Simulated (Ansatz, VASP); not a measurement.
La: VASP beside Ansatz

Contents of INCAR:

```
PREC     = Accurate       # precision mode
ENCUT    = 520            # plane-wave cutoff, eV
EDIFF    = 1E-6           # SCF threshold, eV
ISMEAR   = -1             # smearing method
SIGMA    = 0.1            # smearing width, eV
LREAL    = F              # projectors in reciprocal space
LASPH    = T              # aspherical terms in the spheres
NELM     = 80             # most SCF steps
ALGO     = Normal         # electronic algorithm
ISIF     = 2              # what is computed and relaxed
LWAVE    = F              # write WAVECAR
LCHARG   = F              # write CHGCAR
GGA      = PE             # functional
NBANDS   = 12             # bands
```

The input KPOINTS:

```
regular mesh
0
Gamma
  12 12 12
```

Contents of POSCAR:

```
La
1.0
   -2.0888619157      2.0888619157      2.0888619157
    2.0888619157     -2.0888619157      2.0888619157
    2.0888619157      2.0888619157     -2.0888619157
La
1
Direct
    0.0000000000      0.0000000000      0.0000000000
```

Input for Ansatz:

```yaml
crystal:
  lattice:
    - [-2.0888619157, 2.0888619157, 2.0888619157]
    - [2.0888619157, -2.0888619157, 2.0888619157]
    - [2.0888619157, 2.0888619157, -2.0888619157]
  atoms:
    - { symbol: La, position: [0.0, 0.0, 0.0] }
hamiltonian:
  xc: pbe
  pseudopotentials:
    kind: paw
    azcp:
      La: "pseudopotentials/La.paw.azcp"
basis:
  ecutwfc: 420
  fft_grid_basis: typed
kpoints:
  mp_grid: { grid: [12, 12, 12], shift: [0, 0, 0] }
magnetization:
  spin_polarized: false
scf:
  occupations: { method: fermi_dirac, width: 0.1 }
  lower_state_search: "off"
output:
  stress: true
```

Alike in both runs: task single point; functional PBE; k mesh 12 × 12 × 12; occupations fermi-dirac, width 0.1 eV; no spin polarisation.

|  | VASP | Ansatz |
| --- | --- | --- |
| version | VASP 6.6.1 | Ansatz 0.2.0 |
| potentials or method | VASP PAW PBE potentials, release 64 (La), cutoff 520 eV | plane waves (420 eV) with PAW, scalar-relativistic |
| valence electrons in the cell | 11 | 11 |

|  | VASP | Ansatz | Ansatz less VASP |
| --- | --- | --- | --- |
| pressure (GPa) | 1.2 | 1.1 | -0.03 |

With one functional, cell and mesh, what is left measures potentials, basis and numerics.

Neither program's run includes spin-orbit coupling.
